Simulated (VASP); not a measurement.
# ScTaN (P-3m1) in VASP: further runs, part 2 of 2

VASP 6.6.1. Earlier steps stand in the parts before.

## Step 5: Single point, PBEsol+D3(BJ)

This run uses another cell than the first one, of 13.43 Å³/atom, 0.948 times its volume.

Contents of INCAR:

```
SYSTEM = ScTaN
PREC = Accurate ; ENCUT = 520
EDIFF = 1E-6 ; ISMEAR = -1
SIGMA = 0.05 ; LREAL = .False.
LASPH = .True. ; NELM = 80
ALGO = Normal ; ISIF = 2
LWAVE = .False. ; LCHARG = .True.
GGA = PS ; IVDW = 12
LELF = .True. ; LVHAR = .True.
NBANDS = 36
```

Contents of KPOINTS:

```
regular mesh
0
Gamma
  10 10 3
  0 0 0
```

Contents of POSCAR:

```
ScTaN
1.0
    3.0304648350      0.0000000000      0.0000000000
   -1.5152324175      2.6244595324      0.0000000000
    0.0000000000      0.0000000000     10.1283586859
Ta Sc N
2 2 2
Direct
    0.3333333333      0.6666666667      0.2446714324
    0.6666666667      0.3333333333      0.7553285676
    0.0000000000      0.0000000000      0.0000000000
    0.0000000000      0.0000000000      0.5000000000
    0.3333333333      0.6666666667      0.6300029322
    0.6666666667      0.3333333333      0.3699970678
```

Potentials or basis: VASP PAW PBE potentials, release 64 (Ta_pv, Sc_sv, N).

Command:

```sh
$ cat potpaw_PBE.64/Ta_pv/POTCAR potpaw_PBE.64/Sc_sv/POTCAR potpaw_PBE.64/N/POTCAR > POTCAR
$ mpirun -np 1 vasp_std > vasp.out
```

OUTCAR:

```text
SYSTEM = ScTaN
   PREC = Accurate
   ENCUT = 520
   EDIFF = 1E-6
   ISMEAR = -1
   LREAL = .False.
   LASPH = .True.
   NELM = 80
   ISIF = 2
   GGA = PS
   IVDW = 12
 IVDW          = 12

 ion  position               nearest neighbor table
   1  0.333  0.667  0.245-   6 2.16   6 2.16   6 2.16   3 3.03   3 3.03   3 3.03   4 3.12   4 3.12
                             4 3.12
   2  0.667  0.333  0.755-   5 2.16   5 2.16   5 2.16   3 3.03   3 3.03   3 3.03   4 3.12   4 3.12
                             4 3.12
   3  0.000  0.000  0.000-   1 3.03   2 3.03   2 3.03   1 3.03   2 3.03   1 3.03
   4  0.000  0.000  0.500-   5 2.19   6 2.19   6 2.19   5 2.19   6 2.19   5 2.19   1 3.12   2 3.12
                             1 3.12   2 3.12   2 3.12   1 3.12
   5  0.333  0.667  0.630-   2 2.16   2 2.16   2 2.16   4 2.19   4 2.19   4 2.19
   6  0.667  0.333  0.370-   1 2.16   1 2.16   1 2.16   4 2.19   4 2.19   4 2.19

  LATTYP: Found a hexagonal cell.
 ALAT       =     3.0304648350
 C/A-ratio  =     3.3421799088

  Lattice vectors:

 A1 = (   3.0304648350,   0.0000000000,   0.0000000000)
 A2 = (  -1.5152324175,   2.6244595324,   0.0000000000)
 A3 = (   0.0000000000,   0.0000000000,  10.1283586859)

Analysis of symmetry for initial positions (statically):
=====================================================================
 Subroutine PRICEL returns:
 Original cell was already a primitive cell.

 Routine SETGRP: Setting up the symmetry group for a
 hexagonal supercell.

 Subroutine GETGRP returns: Found 12 space group operations
 (whereof 12 operations were pure point group operations)
 out of a pool of 24 trial point group operations.

The static configuration has the point symmetry D_3d.

Analysis of symmetry for dynamics (positions and initial velocities):
=====================================================================
[... 138 lines left out ...]
     AMIX_MAG =   1.60;   BMIX_MAG =  1.00
  volume/ion in A,a.u.               =      13.43        90.60
  Fermi-wavevector in a.u.,A,eV,Ry     =   1.432771  2.707544 27.930472  2.052832
  Thomas-Fermi vector in A             =   2.552362
   LORBIT       =      0    0 simple, 1 ext, 2 COOP (PROOUT), +10 PAW based schemes
   GGA     = PS    functional components
   LHFCALC =     F    Hartree Fock is set to
   AEXX    =    0.0000 exact exchange contribution
   IVDW    =    12    specifies the selected vdW correction
   LEPSILON=     F    determine dielectric tensor
   LRPA    =     F    only Hartree local field effects (RPA)
 non-spin polarized calculation
  energy-cutoff  :      520.00
  volume of cell :       80.55
 maximum number of plane-waves:      2198
 NGX is ok and might be reduce to    24
   NGX = 11   NGY = 11   NGZ = 37

 number of electron      54.0000002 magnetization

 Free energy of the ion-electron system (eV)
  ---------------------------------------------------
  ext. energy  EPLUGINS =         0.00000000
  ---------------------------------------------------
  free energy    TOTEN  =       -62.31629377 eV

  energy without entropy =      -62.29254319  energy(sigma->0) =      -62.30441848

 E-fermi :   6.5235     XC(G=0): -12.4522

 val. band max:        6.4618622262   @ k =   0.3000   0.3000   0.3333
 cond. band min:       6.5374769626   @ k =   0.3000   0.0000   0.3333
 fundamental gap:      0.0756147363
 Fermi energy:         6.5234584588

 k-point     1 :       0.0000    0.0000    0.0000
  band No.  band energies     occupation
      1     -42.2812      2.00000
      2     -41.8978      2.00000
      3     -28.0851      2.00000
      4     -28.0660      2.00000
      5     -27.6061      2.00000
      6     -27.6061      2.00000
[... 925 lines left out ...]
     35      11.3636      0.00000
     36      11.4648      0.00000

 [... further k-points ...]

------------------------ aborting loop because EDIFF is reached ----------------------------------------

 Edisp (eV)   -2.85931

 E8    (eV) :    -2.0048

  FORCE on cell =-STRESS in cart. coord.  units (eV):
  Direction    XX          YY          ZZ          XY          YZ          ZX
  --------------------------------------------------------------------------------------
  -------------------------------------------------------------------------------------
  Total      -0.21603    -0.21603    -0.18419     0.00000    -0.00000     0.00000
  in kB      -4.29664    -4.29664    -3.66347     0.00000    -0.00000     0.00000
  external pressure =       -4.09 kB  Pullay stress =        0.00 kB

 VOLUME and BASIS-vectors are now :
 -----------------------------------------------------------------------------
  energy-cutoff  :      520.00
  volume of cell :       80.55
      direct lattice vectors                 reciprocal lattice vectors
     3.030464835  0.000000000  0.000000000     0.329982380  0.190515416  0.000000000
    -1.515232418  2.624459532  0.000000000     0.000000000  0.381030832  0.000000000
     0.000000000  0.000000000 10.128358686     0.000000000  0.000000000  0.098732680

 POSITION                                       TOTAL-FORCE (eV/Angst)
 -----------------------------------------------------------------------------------
     -0.00000      1.74964      2.47812        -0.000000      0.000000     -0.046244
      1.51523      0.87482      7.65024         0.000000     -0.000000      0.046244
      0.00000      0.00000      0.00000         0.000000      0.000000      0.000000
      0.00000      0.00000      5.06418         0.000000      0.000000      0.000000
     -0.00000      1.74964      6.38090        -0.000000      0.000000      0.023753
      1.51523      0.87482      3.74746        -0.000000      0.000000     -0.023753
 -----------------------------------------------------------------------------------
    total drift:                                0.000000      0.000000     -0.000000

  FREE ENERGIE OF THE ION-ELECTRON SYSTEM (eV)
  ---------------------------------------------------
  free  energy   TOTEN  =       -65.1756010608 eV

  energy  without entropy=      -65.1518504878  energy(sigma->0) =      -65.16372577
```

OSZICAR:

```text
N       E                     dE             d eps       ncg     rms          rms(c)
DAV:   1     0.728670427871E+03    0.72867E+03   -0.26150E+04  2592   0.165E+03
DAV:   2     0.162887033210E+02   -0.71238E+03   -0.69978E+03  2640   0.583E+02
DAV:   3    -0.652440012899E+02   -0.81533E+02   -0.79073E+02  4092   0.179E+02
DAV:   4    -0.702208307190E+02   -0.49768E+01   -0.49144E+01  4304   0.458E+01
DAV:   5    -0.703037955896E+02   -0.82965E-01   -0.82639E-01  4272   0.651E+00    0.328E+01
DAV:   6    -0.630405605361E+02    0.72632E+01   -0.43013E+01  3968   0.381E+01    0.152E+01
DAV:   7    -0.627825838137E+02    0.25798E+00   -0.99712E+00  4072   0.160E+01    0.788E+00
DAV:   8    -0.624904279027E+02    0.29216E+00   -0.52665E+00  3720   0.923E+00    0.354E+00
DAV:   9    -0.623222750469E+02    0.16815E+00   -0.14592E+00  4112   0.552E+00    0.536E-01
DAV:  10    -0.623170453759E+02    0.52297E-02   -0.70469E-02  3896   0.116E+00    0.264E-01
DAV:  11    -0.623162920351E+02    0.75334E-03   -0.48266E-03  3944   0.553E-01    0.113E-01
DAV:  12    -0.623163028522E+02   -0.10817E-04   -0.32352E-04  4320   0.151E-01    0.378E-02
DAV:  13    -0.623162952743E+02    0.75779E-05   -0.66212E-05  3912   0.492E-02    0.192E-02
DAV:  14    -0.623162939227E+02    0.13516E-05   -0.78660E-06  3552   0.183E-02    0.411E-03
DAV:  15    -0.623162937652E+02    0.15752E-06   -0.20629E-06  2224   0.104E-02
   1 F= -.65175601E+02 E0= -.65163726E+02  d E =-.237506E-01
```

stdout:

```text
POSCAR found type information on POSCAR TaScN
 POSCAR found :  3 types and       6 ions
 scaLAPACK will be used
 -----------------------------------------------------------------------------
|                                                                             |
|                                                                             |
|     You enforced a specific xc type in the INCAR file but a different       |
|     I HOPE YOU KNOW WHAT YOU ARE DOING!                                     |
|                                                                             |
 -----------------------------------------------------------------------------

 LDA part: xc-table for (Slater+PW92), standard interpolation
 POSCAR, INCAR and KPOINTS ok, starting setup
 FFT: planning ... GRIDC
 FFT: planning ... GRID_SOFT
 FFT: planning ... GRID
 WAVECAR not read
 entering main loop
```

It took 2.5 min on 1 thread of Intel Xeon Platinum 8259CL at 2.50GHz (Skylake/Cascade Lake), shared host; peak memory 0.26 GiB.

Results:

| Quantity | Value |
| --- | --- |
| Free energy | -65.1756 eV |
| Pressure | -0.4 GPa |
| Largest force | 0.046 eV/Å |
| Band gap on the k mesh | zero (band 27 reaches 7.15 eV, above the bottom of band 28 at 6.35 eV) |
| Dispersion energy per atom | -0.477 eV |

Forces in eV/Å, atoms in the order of the input:
```
Ta   0.000  0.000 -0.046
Ta   0.000  0.000  0.046
Sc   0.000  0.000  0.000
Sc   0.000  0.000  0.000
N    0.000  0.000  0.024
N    0.000  0.000 -0.024
```

Levels at points of the mesh, in eV from the Fermi level:
```
           k point  band 25  band 26  band 27  band 28  band 29  band 30
(0.00, 0.00, 0.00)    -1.23     0.56     0.56     0.77     0.82     1.47
(0.50, 0.00, 0.00)    -1.26    -0.91    -0.35     0.38     0.66     2.07
```

Caveat: three body term missing; the PAW data sets were made with another functional, which shifts forces and pressure a little; spin-orbit coupling is left out, which moves the levels of the heavy elements; pairwise dispersion overbinds metals, which lowers pressure and volume.

## Step 6: Overview

```csv
level,cell,gap on the mesh (eV),pressure (GPa),largest force (eV/Å)
PBE,"a = 3.084, b = 3.084, c = 10.320 Å, angles 90.0, 90.0, 120.0°, 6 atoms",none,0.5,0.04
PBE,"a = 3.085, b = 3.085, c = 10.340 Å, angles 90.0, 90.0, 120.0°, 6 atoms",none,-0.1,0.01
PBEsol+D3(BJ),"a = 3.025, b = 3.025, c = 10.111 Å, angles 90.0, 90.0, 120.0°, 6 atoms",none,0.6,0.05
PBEsol+D3(BJ),"a = 3.030, b = 3.030, c = 10.128 Å, angles 90.0, 90.0, 120.0°, 6 atoms",none,-0.4,0.05
```

Alike in all rows: task single point; potentials or basis VASP PAW PBE potentials, release 64 (Ta_pv, Sc_sv, N); no spin polarisation; k mesh 10 × 10 × 3; cutoff (eV) 520; smearing fermi-dirac 0.05 eV.

Caveats: spin-orbit coupling is left out, which moves the levels of the heavy elements; the PAW data sets were made with another functional, which shifts forces and pressure a little (some runs); pairwise dispersion overbinds metals, which lowers pressure and volume (some runs); three body term missing (some runs).

Absolute energies hang on the potentials; compare differences alone.
